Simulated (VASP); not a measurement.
A run of VASP 6.6.1:

The input INCAR:

```
ALGO = Normal ; DIPOL = 0.5 0.5 0.499
EDIFF = 1E-6 ; ENCUT = 520
GGA = PE ; IDIPOL = 3
ISIF = 2 ; ISMEAR = 0
LASPH = T ; LCHARG = T
LDIPOL = T ; LELF = T
LREAL = F ; LVACPOTAV = T
LVHAR = T ; LWAVE = F
NBANDS = 44 ; NELM = 100
PREC = Accurate ; SIGMA = 0.1
```

The input KPOINTS:

```
k-points
0
Gamma
  10 10 1
```

The input POSCAR:

```
CuO
1.0
    2.9486966771      0.0000000000      0.0000000000
    0.0129800001      2.9486681083      0.0000000000
    0.0000000000      0.0000000000     26.0148310884
O Cu
4 4
Direct
    0.5057974922      0.5057743909      0.3267366977
    0.5057982930      0.5058213943      0.4257442990
    0.5058405758      0.5058224699      0.5246470208
    0.5058417503      0.5058440763      0.6239610790
    0.0057978926      0.5057978926      0.3762404983
    0.5058217947      0.0058217947      0.4752480997
    0.0058408300      0.5058328441      0.5741741347
    0.5058468203      0.0058437375      0.6691488977
```

Potentials or basis: VASP PAW PBE potentials, release 64 (O, Cu).

Launch:

```sh
$ cat potpaw_PBE.64/O/POTCAR potpaw_PBE.64/Cu/POTCAR > POTCAR
$ mpirun -np 1 vasp_std > vasp.out
```

Hardware: 1 thread of Intel(R) Xeon(R) Platinum 8259CL CPU @ 2.50GHz (Skylake/Cascade Lake) (shared host).

Estimate the wall time of this run.

Wall time 21 min on 1 thread of Intel(R) Xeon(R) Platinum 8259CL CPU @ 2.50GHz (Skylake/Cascade Lake), with other jobs on the host, peak memory 0.59 GiB. Counts: scf iterations 34, k points 52.
